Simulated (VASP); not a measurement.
**ZnS (zincblende type): single point with PBE**

Crystal: ZnS (zincblende type).

```
Zn S
1.0
     0.00000    2.56709    2.56709
     2.56709    0.00000    2.56709
     2.56709    2.56709    0.00000
Zn S
1 1
Direct
  0.00000 0.00000 0.00000
  0.25000 0.25000 0.25000
```

```
Program                : VASP 6.6.1
Task                   : single point
Functional             : PBE
Potentials or basis    : VASP PAW PBE potentials, release 64 (Zn, S)
Cutoff                 : 520 eV
k mesh                 : 13 × 13 × 13
Occupations            : fermi-dirac, width 0.1 eV
Spin                   : no spin polarisation
Dipole correction      : no
Further INCAR settings : ALGO = Normal; EDIFF = 1e-07; NBANDS = 16
```

The pressure is 18.3 GPa and the band gap on the k mesh is 2.82 eV, direct.

Levels at points of the mesh, in eV from the valence-band top:
```
           k point  band 7  band 8  band 9  band 10  band 11  band 12
(0.00, 0.00, 0.00)    0.00    0.00    0.00     2.82     6.23     6.23
```

Wall time 20 s on 1 thread of Intel(R) Xeon(R) 6975P-C (Granite Rapids) (shared host), peak memory 0.18 GiB.

A k mesh can miss the band edges.
